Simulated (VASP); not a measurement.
# Ag (P6/mmm) in VASP: a series of runs

Runs on Ag. Level: PBE. Tasks: relaxation of shape and atoms at fixed volume, relaxation of cell and atoms, single point.

Everything below comes from runs of VASP 6.6.1. Logs are shortened: lines on timing, memory, paths and dates and some standing lists are left out, and cuts for length are marked.

## 1. The cell of the first run

Symmetry: P6/mmm, No. 191, hexagonal system. Conventional cell: a = 2.728 Å, b = 2.728 Å, c = 2.653 Å, α = 90.00°, β = 90.00°, γ = 120.00°. Ag (site symmetry 6/mmm) has 8 Ag at 2.65 to 2.73 Å within 3.5 Å.

## 2. Relaxation of shape and atoms at fixed volume, PBE

Input file INCAR:

```
ALGO = Normal ; EDIFF = 1E-6
EDIFFG = -0.005 ; ENCUT = 600
GGA = PE ; IBRION = 2
ISIF = 4 ; ISMEAR = -1
LASPH = True ; LCHARG = False
LREAL = False ; LWAVE = False
NELM = 60 ; NSW = 50
PREC = Accurate ; SIGMA = 0.08
```

Input file KPOINTS:

```
k-points
0
Gamma
  15 15 14
```

Input file POSCAR:

```
Ag
1.0
    2.7277333666      0.0000000000      0.0000000000
   -1.3638666833      2.3622863902      0.0000000000
    0.0000000000      0.0000000000      2.6530536083
Ag
1
Direct
    0.0000000000      0.0000000000      0.0000000000
```

Potentials or basis: VASP PAW PBE potentials, release 64 (Ag).

Started as:

```bash
> cat potpaw_PBE.64/Ag/POTCAR > POTCAR
> mpirun -np 1 vasp_std > vasp.out
```

OUTCAR:

```text
EDIFF = 1E-6
   EDIFFG = -0.005
   ENCUT = 600
   GGA = PE
   IBRION = 2
   ISIF = 4
   ISMEAR = -1
   LASPH = True
   LREAL = False
   NELM = 60
   NSW = 50
   PREC = Accurate

 ion  position               nearest neighbor table
   1  0.000  0.000  0.000-

  LATTYP: Found a hexagonal cell.
 ALAT       =     2.7277333666
 C/A-ratio  =     0.9726220461

  Lattice vectors:

 A1 = (   2.7277333666,   0.0000000000,   0.0000000000)
 A2 = (  -1.3638666833,   2.3622863902,   0.0000000000)
 A3 = (   0.0000000000,   0.0000000000,   2.6530536083)

Analysis of symmetry for initial positions (statically):
=====================================================================
 Subroutine PRICEL returns:
 Original cell was already a primitive cell.

 Routine SETGRP: Setting up the symmetry group for a
 hexagonal supercell.

 Subroutine GETGRP returns: Found 24 space group operations
 (whereof 24 operations were pure point group operations)
 out of a pool of 24 trial point group operations.

The static configuration has the point symmetry D_6h.

Analysis of symmetry for dynamics (positions and initial velocities):
=====================================================================
 Subroutine PRICEL returns:
 Original cell was already a primitive cell.

 Routine SETGRP: Setting up the symmetry group for a
 hexagonal supercell.

 Subroutine GETGRP returns: Found 24 space group operations
 (whereof 24 operations were pure point group operations)
 out of a pool of 24 trial point group operations.

The dynamic configuration has the point symmetry D_6h.

 Subroutine INISYM returns: Found 24 space group operations
 (whereof 24 operations are pure point group operations),
 and found     1 'primitive' translations

----------------------------------------------------------------------------------------

                                     Primitive cell

  volume of cell :      17.0954

  direct lattice vectors                    reciprocal lattice vectors
     2.727733367  0.000000000  0.000000000     0.366604747  0.211659349  0.000000000
    -1.363866683  2.362286390  0.000000000     0.000000000  0.423318698  0.000000000
     0.000000000  0.000000000  2.653053608     0.000000000  0.000000000  0.376924159

  length of vectors
     2.727733367  2.727733367  2.653053608     0.423318698  0.423318698  0.376924159

[... 87 lines left out ...]
   TEBEG  =    0.0;   TEEND  =   0.0 temperature during run
   PSTRESS=    0.0 pullay stress
   NELECT =      11.0000    total number of electrons
   NUPDOWN=      -1.0000    fix difference up-down
   EMIN   =  10.00;   EMAX   =-10.00  energy-range for DOS
   EFERMI =   0.00;   METHOD = LEGACY
   ISMEAR =    -1;   SIGMA  =   0.08  broadening in eV -4-tet -1-fermi 0-gaus
   EFERMI_NEDOS =   21; number of points for ismear=-14 and -15
   IALGO  =     38    algorithm
   IMIX   =      4    mixing-type and parameters
     AMIX     =   0.40;   BMIX     =  1.00
     AMIX_MAG =   1.60;   BMIX_MAG =  1.00
  volume/ion in A,a.u.               =      17.10       115.37
  Fermi-wavevector in a.u.,A,eV,Ry     =   1.413336  2.670819 27.177909  1.997520
  Thomas-Fermi vector in A             =   2.534992
   LORBIT       =      0    0 simple, 1 ext, 2 COOP (PROOUT), +10 PAW based schemes
   GGA     = PE    functional components
   LHFCALC =     F    Hartree Fock is set to
   AEXX    =    0.0000 exact exchange contribution
   IVDW    =     0    specifies the selected vdW correction
   LEPSILON=     F    determine dielectric tensor
   LRPA    =     F    only Hartree local field effects (RPA)
 conjugate gradient relaxation of ions
 non-spin polarized calculation
  energy-cutoff  :      600.00
  volume of cell :       17.10
 maximum number of plane-waves:       599
 NGX is ok and might be reduce to    24
   NGX = 11   NGY = 11   NGZ = 11

--------------------------------------- Ionic step        1  -------------------------------------------

 number of electron      10.9999999 magnetization

 Free energy of the ion-electron system (eV)
  ---------------------------------------------------
  ext. energy  EPLUGINS =         0.00000000
  ---------------------------------------------------
  free energy    TOTEN  =        -2.44906417 eV

  energy without entropy =       -2.44447759  energy(sigma->0) =       -2.44677088

------------------------ aborting loop because EDIFF is reached ----------------------------------------

  FORCE on cell =-STRESS in cart. coord.  units (eV):
  Direction    XX          YY          ZZ          XY          YZ          ZX
  --------------------------------------------------------------------------------------
  -------------------------------------------------------------------------------------
  Total        1.5492002      1.5492002      1.3397382      0.0000000     -0.0000000      0.0000000
  in kB      145.1903104    145.1903104    125.5596340      0.0000000     -0.0000000      0.0000000
  external PRESSURE =     138.6467516 kB  Pullay stress =       0.0000000 kB
[... 57 lines left out ...]
--------------------------------------- Ionic step        3  -------------------------------------------

 number of electron      10.9999998 magnetization

 Free energy of the ion-electron system (eV)
  ---------------------------------------------------
  ext. energy  EPLUGINS =         0.00000000
  ---------------------------------------------------
  free energy    TOTEN  =        -2.44948325 eV

  energy without entropy =       -2.44501266  energy(sigma->0) =       -2.44724795

 E-fermi :   8.3365     XC(G=0): -12.1377

 val. band max:        8.3258431946   @ k =   0.4000   0.0667   0.1429
 cond. band min:       8.3649052247   @ k =   0.3333   0.0000   0.3571
 fundamental gap:      0.0390620301
 Fermi energy:         8.3365321842

 k-point     1 :       0.0000    0.0000    0.0000
  band No.  band energies     occupation
      1       0.6711      2.00000
      2       1.8095      2.00000
      3       3.4953      2.00000
      4       3.4953      2.00000
      5       5.5073      2.00000
      6       5.5073      2.00000
      7      22.5718      0.00000
      8      24.8789      0.00000
      9      28.6322      0.00000
[... 265 lines left out ...]
 k-point    24 :       0.4000    0.2000    0.0000
  band No.  band energies     occupation
      1       2.4286      2.00000
      2       2.6410      2.00000
      3       4.2984      2.00000
      4       4.3906      2.00000
      5       4.9437      2.00000
      6      10.2859      0.00000
      7      12.2491      0.00000
      8      16.6458      0.00000
      9      28.0071      0.00000

 [... further k-points ...]
[... 5 lines left out ...]
  --------------------------------------------------------------------------------------
  -------------------------------------------------------------------------------------
  Total        1.4731552      1.4731552      1.4701805      0.0000000      0.0000000      0.0000000
  in kB      138.0634084    138.0634084    137.7846269      0.0000000      0.0000000      0.0000000
  external PRESSURE =     137.9704812 kB  Pullay stress =       0.0000000 kB
[... 16 lines left out ...]
  FREE ENERGIE OF THE ION-ELECTRON SYSTEM (eV)
  ---------------------------------------------------
  free  energy   TOTEN  =        -2.4494832462 eV

  energy  without entropy=       -2.4450126572  energy(sigma->0) =       -2.44724795

 reached required accuracy - stopping structural energy minimisation
```

OSZICAR:

```text
N       E                     dE             d eps       ncg     rms          rms(c)
DAV:   1     0.497920727851E+02    0.49792E+02   -0.62758E+03  3920   0.124E+03
DAV:   2    -0.231359696565E+01   -0.52106E+02   -0.49904E+02  3970   0.220E+02
DAV:   3    -0.270071475609E+01   -0.38712E+00   -0.38700E+00  4778   0.242E+01
DAV:   4    -0.270155841559E+01   -0.84366E-03   -0.84363E-03  4536   0.101E+00
[... 17 lines left out ...]
DAV:   1    -0.245070211767E+01   -0.14231E-02   -0.48203E-02  3960   0.223E+00    0.168E-01
DAV:   2    -0.244984910992E+01    0.85301E-03   -0.56755E-04  4018   0.260E-01    0.894E-02
DAV:   3    -0.244948113788E+01    0.36797E-03   -0.81504E-04  4277   0.261E-01    0.257E-02
DAV:   4    -0.244948313676E+01   -0.19989E-05   -0.18777E-05  4005   0.538E-02    0.180E-02
DAV:   5    -0.244948324621E+01   -0.10944E-06   -0.43855E-07  2207   0.548E-03
   3 F= -.24494832E+01 E0= -.24472480E+01  d E =-.419071E-03
```

CONTCAR:

```text
Ag
   1.00000000000000
     2.7331737680562984    0.0000000000000000    0.0000000000000000
    -1.3665868840281492    2.3669979160655870   -0.0000000000000000
    -0.0000000000000000   -0.0000000000000000    2.6425022765755837
  Ag
     1
Direct
     0.0000000000000000    1.0000000000000000    1.0000000000000000

  0.00000000E+00  0.00000000E+00  0.00000000E+00
```

Wall time 40 s (1 thread of Intel Xeon Platinum 8259CL at 2.50GHz (Skylake/Cascade Lake), shared host); peak memory 0.17 GiB.

Results:

```
Free energy               : -2.4495 eV
Energy gained by relaxing : 0.4 meV/atom
Ionic steps               : 3
Pressure after relaxing   : 13.8 GPa
```

Step by step:
| step | energy change (eV) | largest force (eV/Å) | pressure (GPa) | volume (Å³) |
| --- | --- | --- | --- | --- |
| 1 | 0.0000 | 0.0000 | 13.86 | 17.10 |
| 2 | -0.0002 | 0.0000 | 13.79 | 17.10 |
| 3 | -0.0004 | 0.0000 | 13.80 | 17.10 |

Final structure:
```
CELL_PARAMETERS angstrom
2.73317 0.00000 0.00000
-1.36659 2.36700 0.00000
0.00000 0.00000 2.64250
ATOMIC_POSITIONS crystal
Ag 0.00000 0.00000 0.00000
```

Levels at points of the mesh, in eV from the Fermi level:
| k point | band 2 | band 3 | band 4 | band 5 | band 6 | band 7 | band 8 | band 9 |
| --- | --- | --- | --- | --- | --- | --- | --- | --- |
| (0.00, 0.00, 0.00) | -6.53 | -4.84 | -4.84 | -2.83 | -2.83 | 14.24 | 16.54 | 20.30 |
| (0.00, 0.00, 0.50) | -4.60 | -4.60 | -3.90 | -3.90 | -1.30 | 1.98 | 19.57 | 22.14 |

## 3. Relaxation of cell and atoms, PBE

This run uses another cell than the first one, of 18.54 Å³/atom, 1.085 times its volume.

Input file INCAR:

```
SYSTEM = Ag
PREC = Accurate
ENCUT = 600
EDIFF = 1E-6
ISMEAR = -1
SIGMA = 0.08
LREAL = .FALSE.
LASPH = .TRUE.
NELM = 80
ALGO = Normal
ISIF = 3
LWAVE = .FALSE.
LCHARG = .FALSE.
GGA = PE
IBRION = 2
NSW = 60
EDIFFG = -0.005
```

Input file KPOINTS:

```
regular mesh
0
G
  15 15 14
  0 0 0
```

Input file POSCAR:

```
Ag
1.0
    2.8346046364      0.0000000000      0.0000000000
   -1.4173023182      2.4548396248      0.0000000000
    0.0000000000      0.0000000000      2.6645283582
Ag
1
Direct
    0.0000000000      0.0000000000      0.0000000000
```

Potentials or basis: VASP PAW PBE potentials, release 64 (Ag).

Started as:

```bash
> cat potpaw_PBE.64/Ag/POTCAR > POTCAR
> mpirun -np 1 vasp_std > vasp.out
```

OUTCAR:

```text
SYSTEM = Ag
   PREC = Accurate
   ENCUT = 600
   EDIFF = 1E-6
   ISMEAR = -1
   LREAL = .FALSE.
   LASPH = .TRUE.
   NELM = 80
   ISIF = 3
   GGA = PE
   IBRION = 2
   NSW = 60
   EDIFFG = -0.005

 ion  position               nearest neighbor table
   1  0.000  0.000  0.000-

  LATTYP: Found a hexagonal cell.
 ALAT       =     2.8346046364
 C/A-ratio  =     0.9400000000

  Lattice vectors:

 A1 = (   2.8346046364,   0.0000000000,   0.0000000000)
 A2 = (  -1.4173023182,   2.4548396248,   0.0000000000)
 A3 = (   0.0000000000,   0.0000000000,   2.6645283582)

Analysis of symmetry for initial positions (statically):
=====================================================================
[... 387 lines left out ...]
  free energy    TOTEN  =        -2.53614998 eV

  energy without entropy =       -2.53138893  energy(sigma->0) =       -2.53376946

 E-fermi :   6.7281     XC(G=0): -11.4035

 val. band max:        6.6669506830   @ k =   0.4667  -0.0000   0.0714
 cond. band min:       6.7304254564   @ k =   0.3333  -0.0000   0.3571
 fundamental gap:      0.0634747733
 Fermi energy:         6.7281040038

 k-point     1 :       0.0000    0.0000    0.0000
  band No.  band energies     occupation
      1      -0.1059      2.00000
      2       0.9118      2.00000
      3       2.2757      2.00000
      4       2.2757      2.00000
      5       3.8820      2.00000
      6       3.8820      2.00000
      7      19.9293      0.00000
      8      22.9394      0.00000
      9      25.6120      0.00000
[... 265 lines left out ...]
 k-point    24 :       0.4000    0.2000    0.0000
  band No.  band energies     occupation
      1       1.4254      2.00000
      2       1.6073      2.00000
      3       2.9811      2.00000
      4       2.9896      2.00000
      5       3.4284      2.00000
      6       8.6112      0.00000
      7      10.0538      0.00000
      8      14.4493      0.00000
      9      25.4811      0.00000

 [... further k-points ...]
[... 5 lines left out ...]
  --------------------------------------------------------------------------------------
  -------------------------------------------------------------------------------------
  Total       -0.0021140     -0.0021140     -0.0025084      0.0000000     -0.0000000      0.0000000
  in kB       -0.1746361     -0.1746361     -0.2072250      0.0000000     -0.0000000      0.0000000
  external PRESSURE =      -0.1854991 kB  Pullay stress =       0.0000000 kB
[... 16 lines left out ...]
  FREE ENERGIE OF THE ION-ELECTRON SYSTEM (eV)
  ---------------------------------------------------
  free  energy   TOTEN  =        -2.5361499773 eV

  energy  without entropy=       -2.5313889339  energy(sigma->0) =       -2.53376946

 reached required accuracy - stopping structural energy minimisation
```

OSZICAR:

```text
N       E                     dE             d eps       ncg     rms          rms(c)
DAV:   1     0.500628570660E+02    0.50063E+02   -0.61777E+03  3912   0.123E+03
DAV:   2    -0.234223100696E+01   -0.52405E+02   -0.50418E+02  3981   0.220E+02
DAV:   3    -0.274510965295E+01   -0.40288E+00   -0.40278E+00  4859   0.243E+01
[... 47 lines left out ...]
   6 F= -.25361499E+01 E0= -.25337700E+01  d E =-.110733E-03
       N       E                     dE             d eps       ncg     rms          rms(c)
DAV:   1    -0.253615210513E+01   -0.21771E-05   -0.51151E-05  4014   0.816E-02    0.922E-03
DAV:   2    -0.253615007989E+01    0.20252E-05   -0.77678E-06  3707   0.311E-02    0.327E-03
DAV:   3    -0.253614997728E+01    0.10261E-06   -0.16365E-07  1954   0.397E-03
   7 F= -.25361500E+01 E0= -.25337695E+01  d E =-.110780E-03
```

Run time: 82 s. Hardware: 1 thread of Intel Xeon Platinum 8259CL at 2.50GHz (Skylake/Cascade Lake), shared host; peak memory 0.18 GiB.

What came out:

```yaml
Free_energy: -2.5361 eV
Relaxed_volume: 19.39 Å³/atom
Relaxed_cell: a = 2.845 Å, b = 2.845 Å, c = 2.767 Å, α = 90.00°, β = 90.00°, γ = 120.00°
Space_group_after_relaxing_to_0.05_Å: P6/mmm (No. 191)
Energy_gained_by_relaxing: 18.8 meV/atom
Ionic_steps: 7
Pressure_after_relaxing: 0.0 GPa
```

The path:
```csv
step,energy change (eV),largest force (eV/Å),pressure (GPa),volume (Å³)
1,0.0000,0.0000,3.93,18.54
2,-0.0167,0.0000,-1.39,19.78
3,-0.0187,0.0000,-0.22,19.44
4,-0.0187,0.0000,-0.29,19.46
5,-0.0188,0.0000,0.08,19.38
6,-0.0188,0.0000,-0.04,19.40
7,-0.0188,0.0000,-0.02,19.39
```

Final structure:
```cif
data_structure
_symmetry_space_group_name_H-M 'P 1'
_symmetry_Int_Tables_number 1
_cell_length_a 2.8450
_cell_length_b 2.8450
_cell_length_c 2.7668
_cell_angle_alpha 90.000
_cell_angle_beta 90.000
_cell_angle_gamma 120.000
_cell_volume 19.39
loop_
_atom_site_label
_atom_site_type_symbol
_atom_site_fract_x
_atom_site_fract_y
_atom_site_fract_z
_atom_site_occupancy
Ag1 Ag 0.00000 0.00000 0.00000 1
```

Levels at points of the mesh, in eV from the Fermi level:
```csv
k point,band 3,band 4,band 5,band 6,band 7,band 8,band 9
"(0.00, 0.00, 0.00)",-4.45,-4.45,-2.85,-2.85,13.20,16.21,18.88
"(0.00, 0.00, 0.50)",-4.27,-3.67,-3.67,-0.90,1.34,19.01,21.11
```

## 4. Single point, PBE

This run uses another cell than the first one, of 19.43 Å³/atom, 1.136 times its volume.

Input file INCAR:

```
PREC = Accurate
ENCUT = 520
EDIFF = 1E-6
ISMEAR = -1
SIGMA = 0.08
LREAL = False
LASPH = True
NELM = 60
ALGO = Normal
ISIF = 2
LWAVE = False
LCHARG = False
GGA = PE
ISYM = 0
NBANDS = 12
```

Input file KPOINTS:

```
Automatic mesh
0
Gamma
  15 15 14
  0.5 0.5 0.5
```

Input file POSCAR:

```
Ag
1.0
    2.8464770861      0.0000000000      0.0000000000
   -1.4232385430      2.4651214678      0.0000000000
    0.0000000000      0.0000000000      2.7685463678
Ag
1
Direct
    0.0000000000      0.0000000000      0.0000000000
```

Started as:

```bash
> cat potpaw_PBE.64/Ag/POTCAR > POTCAR
> mpirun -np 1 vasp_std > vasp.out
```

Wall time 11 min (1 thread of Intel Xeon 8259CL, shared host); peak memory 1.1 GiB.

Results (log left out):

- Free energy: -2.5339 eV
- Pressure: -0.1 GPa

Stress tensor (GPa, compression positive):
```
-0.32  0.00  0.00
 0.00 -0.32  0.00
 0.00  0.00  0.28
```

Levels at points of the mesh, in eV from the Fermi level:
```csv
k point,band 2,band 3,band 4,band 5,band 6,band 7,band 8,band 9
"(0.03, 0.03, 0.04)",-5.81,-4.53,-4.45,-2.95,-2.92,12.98,16.04,17.94
```

## 5. Summary

| task | cell | k mesh | cutoff (eV) | gap on the mesh (eV) | pressure (GPa) |
| --- | --- | --- | --- | --- | --- |
| relaxation of shape and atoms at fixed volume | relaxed from a = 2.728, b = 2.728, c = 2.653 Å, angles 90.0, 90.0, 120.0°, 1 atom | 15 × 15 × 14 | 600 | none | 13.8 |
| relaxation of cell and atoms | relaxed from a = 2.835, b = 2.835, c = 2.665 Å, angles 90.0, 90.0, 120.0°, 1 atom | 15 × 15 × 14 | 600 | none | 0.0 |
| single point | a = 2.846, b = 2.846, c = 2.769 Å, angles 90.0, 90.0, 120.0°, 1 atom | 15 × 15 × 14, shifted | 520 | none | -0.1 |

Alike in all rows: level PBE; potentials or basis VASP PAW PBE potentials, release 64 (Ag); no spin polarisation; smearing fermi-dirac 0.08 eV.

Absolute energies hang on the potentials; compare differences alone.
